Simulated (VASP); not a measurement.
# TaS2 (P-3m1) in VASP: further runs

TaS2 is run at these levels: PBE; tasks: electric field gradients.

All numbers are computed with VASP 6.6.1; they aren't measurements. Logs are shortened: lines on timing, memory, paths and dates and some standing lists are left out, and cuts for length are marked.

## 1. The cell of the first run

The structure is trigonal, space group P-3m1 (No. 164). The conventional cell has a = 3.384 Å, b = 3.384 Å, c = 5.860 Å, α = 90.00°, β = 90.00°, γ = 120.00°. Within 3.2 Å of Ta (site symmetry -3m) lie 6 S at 2.44 Å. Within 3.2 Å of S (site symmetry 3m) lie 3 Ta at 2.44 Å.

## 2. Electric field gradients, PBE (equal xx and yy strain of +1 %)

Input file INCAR:

```
SYSTEM = TaS2
ALGO = Normal
EDIFF = 1E-8
ENCUT = 400
GGA = PE
GGA_COMPAT = .FALSE.
ISIF = 2
ISMEAR = -1
LASPH = .TRUE.
LCHARG = .FALSE.
LEFG = .TRUE.
LREAL = .FALSE.
LWAVE = .FALSE.
NBANDS = 18
NELM = 120
PREC = Accurate
SIGMA = 0.03
```

Input file KPOINTS:

```
k-points
0
G
  9 9 5
  0 0 0
```

Input file POSCAR:

```
TaS2
1.0
    3.3835021418      0.0000000000      0.0000000000
   -1.6917510709      2.9301988086      0.0000000000
    0.0000000000      0.0000000000      5.8600000000
Ta S
1 2
Direct
    0.0000000000      0.0000000000      0.0000000000
    0.3333333333      0.6666666667      0.2500000000
    0.6666666667      0.3333333333      0.7500000000
```

Potentials or basis: VASP PAW PBE potentials, release 64 (Ta_pv, S).

Started as:

```bash
> cat potpaw_PBE.64/Ta_pv/POTCAR potpaw_PBE.64/S/POTCAR > POTCAR
> mpirun -np 1 vasp_std > vasp.out
```

OUTCAR:

```text
SYSTEM = TaS2
   EDIFF = 1E-8
   ENCUT = 400
   GGA = PE
   ISIF = 2
   ISMEAR = -1
   LASPH = .TRUE.
   LREAL = .FALSE.
   NELM = 120
   PREC = Accurate

 ion  position               nearest neighbor table
   1  0.000  0.000  0.000-   2 2.44   3 2.44   3 2.44   2 2.44   3 2.44   2 2.44
   2  0.333  0.667  0.250-   1 2.44   1 2.44   1 2.44
   3  0.667  0.333  0.750-   1 2.44   1 2.44   1 2.44

  LATTYP: Found a hexagonal cell.
 ALAT       =     3.3835021418
 C/A-ratio  =     1.7319332911

  Lattice vectors:

 A1 = (   3.3835021418,   0.0000000000,   0.0000000000)
 A2 = (  -1.6917510709,   2.9301988086,   0.0000000000)
 A3 = (   0.0000000000,   0.0000000000,   5.8600000000)

Analysis of symmetry for initial positions (statically):
=====================================================================
 Subroutine PRICEL returns:
 Original cell was already a primitive cell.

 Routine SETGRP: Setting up the symmetry group for a
 hexagonal supercell.

 Subroutine GETGRP returns: Found 12 space group operations
 (whereof 12 operations were pure point group operations)
 out of a pool of 24 trial point group operations.

The static configuration has the point symmetry D_3d.

Analysis of symmetry for dynamics (positions and initial velocities):
=====================================================================
 Subroutine PRICEL returns:
 Original cell was already a primitive cell.

 Routine SETGRP: Setting up the symmetry group for a
 hexagonal supercell.

 Subroutine GETGRP returns: Found 12 space group operations
 (whereof 12 operations were pure point group operations)
 out of a pool of 24 trial point group operations.

The dynamic configuration has the point symmetry D_3d.

 Subroutine INISYM returns: Found 12 space group operations
 (whereof 12 operations are pure point group operations),
 and found     1 'primitive' translations

----------------------------------------------------------------------------------------

                                     Primitive cell

  volume of cell :      58.0980

  direct lattice vectors                    reciprocal lattice vectors
     3.383502142  0.000000000  0.000000000     0.295551756  0.170636886  0.000000000
    -1.691751071  2.930198809  0.000000000     0.000000000  0.341273772  0.000000000
     0.000000000  0.000000000  5.860000000     0.000000000  0.000000000  0.170648464

  length of vectors
     3.383502142  3.383502142  5.860000000     0.341273772  0.341273772  0.170648464

  position of ions in fractional coordinates (direct lattice)
     0.000000000  0.000000000  0.000000000
     0.333333333  0.666666667  0.250000000
     0.666666667  0.333333333  0.750000000

  ion indices of the primitive-cell ions
   primitive index   ion index
                 1           1
                 2           2
                 3           3

----------------------------------------------------------------------------------------

 KPOINTS: k-points

Automatic generation of k-mesh.
 Grid dimensions read from file:
 generate k-points for:    9    9    5

 Generating k-lattice:

  Cartesian coordinates                     Fractional coordinates (reciprocal lattice)
     0.032839084  0.018959654  0.000000000     0.111111111  0.000000000  0.000000000
     0.000000000  0.037919308  0.000000000     0.000000000  0.111111111  0.000000000
     0.000000000  0.000000000  0.034129693     0.000000000  0.000000000  0.200000000

  Length of vectors
     0.037919308  0.037919308  0.034129693

  Shift w.r.t. Gamma in fractional coordinates (k-lattice)
     0.000000000  0.000000000  0.000000000

 Subroutine IBZKPT returns following result:
 ===========================================

 Found     50 irreducible k-points:

 Following reciprocal coordinates:
            Coordinates               Weight
  0.000000  0.000000  0.000000      1.000000
  0.111111 -0.000000  0.000000      6.000000
  0.222222 -0.000000  0.000000      6.000000
  0.333333 -0.000000  0.000000      6.000000
  0.444444 -0.000000  0.000000      6.000000
  0.111111  0.111111  0.000000      6.000000
[... 16 lines left out ...]
  0.222222  0.111111  0.200000     12.000000
 -0.111111  0.333333  0.200000     12.000000
 [... further k-points ...]
   k-points           NKPTS =     50   k-points in BZ     NKDIM =     50   number of bands    NBANDS=     18
   number of dos      NEDOS =    301   number of ions     NIONS =      3
   total plane-waves  NPLWV =  23040
   dimension x,y,z NGX =    24 NGY =   24 NGZ =   40
   dimension x,y,z NGXF=    48 NGYF=   48 NGZF=   80
   ions per type =               1   2
   NGX,Y,Z   is equivalent  to a cutoff of  11.79, 11.79, 11.35 a.u.
   NGXF,Y,Z  is equivalent  to a cutoff of  23.58, 23.58, 22.70 a.u.
 SYSTEM =  TaS2
   PREC   = accura    normal or accurate (medium, high low for compatibility)
   ISTART =      0    job   : 0-new  1-cont  2-samecut
   ICHARG =      2    charge: 1-file 2-atom 10-const
   ISPIN  =      1    spin polarized calculation?
   LNONCOLLINEAR =      F non collinear calculations
   LSORBIT =      F    spin-orbit coupling
   LASPH  =      T    aspherical Exc in radial PAW
   ENCUT  =  400.0 eV  29.40 Ry    5.42 a.u.   5.52  5.52  9.56*2*pi/ulx,y,z
   NELM   =    120;   NELMIN=  2; NELMDL= -5     # of ELM steps
   EDIFF  = 0.1E-07   stopping-criterion for ELM
   LREAL  =      F    real-space projection
   EDIFFG = 0.1E-06   stopping-criterion for IOM
   NSW    =      0    number of steps for IOM
   IBRION =     -1    ionic relax: 0-MD 1-quasi-New 2-CG
   NFREE  =      0    steps in history (QN), initial steepest desc. (CG)
   ISIF   =      2    stress and relaxation
   ISYM   =      2    0-nonsym 1-usesym 2-fastsym
   POTIM  = 0.5000    time-step for ionic-motion
   TEBEG  =    0.0;   TEEND  =   0.0 temperature during run
   PSTRESS=    0.0 pullay stress
   NELECT =      23.0000    total number of electrons
   NUPDOWN=      -1.0000    fix difference up-down
   EMIN   =  10.00;   EMAX   =-10.00  energy-range for DOS
   EFERMI =   0.00;   METHOD = LEGACY
   ISMEAR =    -1;   SIGMA  =   0.03  broadening in eV -4-tet -1-fermi 0-gaus
   EFERMI_NEDOS =   21; number of points for ismear=-14 and -15
   IALGO  =     38    algorithm
   IMIX   =      4    mixing-type and parameters
     AMIX     =   0.40;   BMIX     =  1.00
     AMIX_MAG =   1.60;   BMIX_MAG =  1.00
  volume/ion in A,a.u.               =      19.37       130.69
  Fermi-wavevector in a.u.,A,eV,Ry     =   1.202072  2.271586 19.660099  1.444976
  Thomas-Fermi vector in A             =   2.337863
   LORBIT       =      0    0 simple, 1 ext, 2 COOP (PROOUT), +10 PAW based schemes
   GGA     = PE    functional components
   LHFCALC =     F    Hartree Fock is set to
   AEXX    =    0.0000 exact exchange contribution
   IVDW    =     0    specifies the selected vdW correction
   LEPSILON=     F    determine dielectric tensor
   LRPA    =     F    only Hartree local field effects (RPA)
 non-spin polarized calculation
  energy-cutoff  :      400.00
  volume of cell :       58.10
 maximum number of plane-waves:      1081
 NGX is ok and might be reduce to    24
   NGX = 11   NGY = 11   NGZ = 19

 number of electron      23.0000006 magnetization

 Free energy of the ion-electron system (eV)
  ---------------------------------------------------
  ext. energy  EPLUGINS =         0.00000000
  ---------------------------------------------------
  free energy    TOTEN  =       -23.05666893 eV

  energy without entropy =      -23.05001075  energy(sigma->0) =      -23.05333984

 E-fermi :   5.4836     XC(G=0): -10.4247

 val. band max:        5.4683857328   @ k =   0.0000   0.0000   0.4000
 cond. band min:       5.4849175136   @ k =   0.0000   0.0000   0.2000
 fundamental gap:      0.0165317808
 Fermi energy:         5.4835925799

 k-point     1 :       0.0000    0.0000    0.0000
  band No.  band energies     occupation
      1     -29.8373      2.00000
      2     -29.8369      2.00000
      3     -29.8369      2.00000
      4      -9.5574      2.00000
      5      -7.5258      2.00000
      6      -1.3903      2.00000
[... 10 lines left out ...]
     17      10.6197      0.00000
     18      10.8664      0.00000

 k-point     2 :       0.1111   -0.0000    0.0000
  band No.  band energies     occupation
      1     -29.8691      2.00000
      2     -29.8442      2.00000
      3     -29.8311      2.00000
      4      -9.3727      2.00000
      5      -7.5366      2.00000
      6      -1.1686      2.00000
[... 10 lines left out ...]
     17      11.5156      0.00000
     18      11.6886      0.00000

 k-point     3 :       0.2222   -0.0000    0.0000
  band No.  band energies     occupation
      1     -29.9496      2.00000
      2     -29.8628      2.00000
      3     -29.8156      2.00000
      4      -8.8724      2.00000
      5      -7.5607      2.00000
      6      -0.5776      2.00000
[... 10 lines left out ...]
     17      12.5161      0.00000
     18      12.8985      0.00000

 k-point     4 :       0.3333   -0.0000    0.0000
  band No.  band energies     occupation
      1     -30.0395      2.00000
      2     -29.8837      2.00000
      3     -29.7979      2.00000
      4      -8.2522      2.00000
      5      -7.5437      2.00000
      6      -0.4101      2.00000
[... 375 lines left out ...]
      4      -8.9547      2.00000
      5      -7.6743      2.00000
      6      -0.5348      2.00000
[... 10 lines left out ...]
     17      12.6977      0.00000
     18      12.9131      0.00000

 k-point    23 :       0.2222    0.1111    0.2000
  band No.  band energies     occupation
      1     -30.0009      2.00000
      2     -29.8866      2.00000
      3     -29.8037      2.00000
      4      -8.3606      2.00000
      5      -7.6866      2.00000
      6       0.0370      2.00000
[... 10 lines left out ...]
     17      13.0416      0.00000
     18      13.2428      0.00000

 k-point    24 :      -0.1111    0.3333    0.2000
  band No.  band energies     occupation
      1     -30.0009      2.00000
      2     -29.8866      2.00000
      3     -29.8036      2.00000
      4      -8.4133      2.00000
      5      -7.6109      2.00000
      6      -0.3286      2.00000
[... 10 lines left out ...]
     17      12.1389      0.00000
     18      12.8746      0.00000

 [... further k-points ...]
[... 5 lines left out ...]
  --------------------------------------------------------------------------------------
  -------------------------------------------------------------------------------------
  Total        1.5126351      1.5126351      3.5955597      0.0000000      0.0000000      0.0000000
  in kB       41.7141680     41.7141680     99.1552998      0.0000000      0.0000000      0.0000000
  external PRESSURE =      60.8612119 kB  Pullay stress =       0.0000000 kB

 VOLUME and BASIS-vectors are now :
 -----------------------------------------------------------------------------
  energy-cutoff  :      400.00
  volume of cell :       58.10
      direct lattice vectors                 reciprocal lattice vectors
     3.383502142  0.000000000  0.000000000     0.295551756  0.170636886  0.000000000
    -1.691751071  2.930198809  0.000000000     0.000000000  0.341273772  0.000000000
     0.000000000  0.000000000  5.860000000     0.000000000  0.000000000  0.170648464

 POSITION                                       TOTAL-FORCE (eV/Angst)
 -----------------------------------------------------------------------------------
      0.00000      0.00000      0.00000        -0.000000      0.000000      0.000000
     -0.00000      1.95347      1.46500        -0.000000      0.000000      0.970179
      1.69175      0.97673      4.39500         0.000000      0.000000     -0.970179
 -----------------------------------------------------------------------------------
    total drift:                               -0.000000      0.000000      0.000000

  FREE ENERGIE OF THE ION-ELECTRON SYSTEM (eV)
  ---------------------------------------------------
  free  energy   TOTEN  =       -23.0566689280 eV

  energy  without entropy=      -23.0500107519  energy(sigma->0) =      -23.05333984

 Electric field gradients (V/A^2)
---------------------------------------------------------------------
 ion       V_xx      V_yy      V_zz      V_xy      V_xz      V_yz
---------------------------------------------------------------------
   1      65.259    65.258  -130.517    -0.001    -0.000     0.000
   2       8.611     8.610   -17.221    -0.001    -0.000     0.000
   3       8.611     8.610   -17.221    -0.001    -0.000     0.000
---------------------------------------------------------------------

 Electric field gradients after diagonalization (V/A^2)
 (convention: |V_zz| > |V_xx| > |V_yy|)
----------------------------------------------------------------------
 ion       V_xx      V_yy      V_zz     asymmetry (V_yy - V_xx)/ V_zz
----------------------------------------------------------------------
   1      65.259    65.258  -130.517       0.000
   2       8.611     8.610   -17.221       0.000
   3       8.611     8.610   -17.221       0.000
----------------------------------------------------------------------

           NMR quadrupolar parameters

 Cq : quadrupolar parameter    Cq=e*Q*V_zz/h
 eta: asymmetry parameters     (V_yy - V_xx)/ V_zz
 Q  : nuclear electric quadrupole moment in mb (millibarn)
----------------------------------------------------------------------
 ion       Cq(MHz)       eta       Q (mb)
----------------------------------------------------------------------
   1      -0.316       0.000       1.000
   2      -0.042       0.000       1.000
   3      -0.042       0.000       1.000
----------------------------------------------------------------------
```

It took 45 s on 1 thread of Intel Xeon Platinum 8488C (Sapphire Rapids), shared host; peak memory 0.17 GiB.

What came out:

```yaml
Free_energy: -23.0567 eV
Pressure: 6.1 GPa
Largest_force: 0.970 eV/Å
```

Forces on the atoms (eV/Å):
```
Ta   0.000  0.000  0.000
S    0.000  0.000  0.970
S    0.000  0.000 -0.970
```

Stress tensor (GPa, compression positive):
```
4.17 0.00 0.00
0.00 4.17 0.00
0.00 0.00 9.92
```

Electric field gradients, principal values (V/Å²):
```csv
atom,least,middle,greatest (by size)
1 Ta,65.258,65.259,-130.517
2 S,8.610,8.611,-17.221
3 S,8.610,8.611,-17.221
```

Caveat: the cell differs from its parent crystal (equal xx and yy strain of +1 %); without QUAD_EFG the Cq values of the log hold for a quadrupole moment of 1 mb, not for the nuclei; spin-orbit coupling is left out, which moves the levels of the heavy elements; this functional lacks dispersion, which binds the layers, so the pressure and a relaxed spacing across them are unreliable.

(Continued in part 2 of 3.)
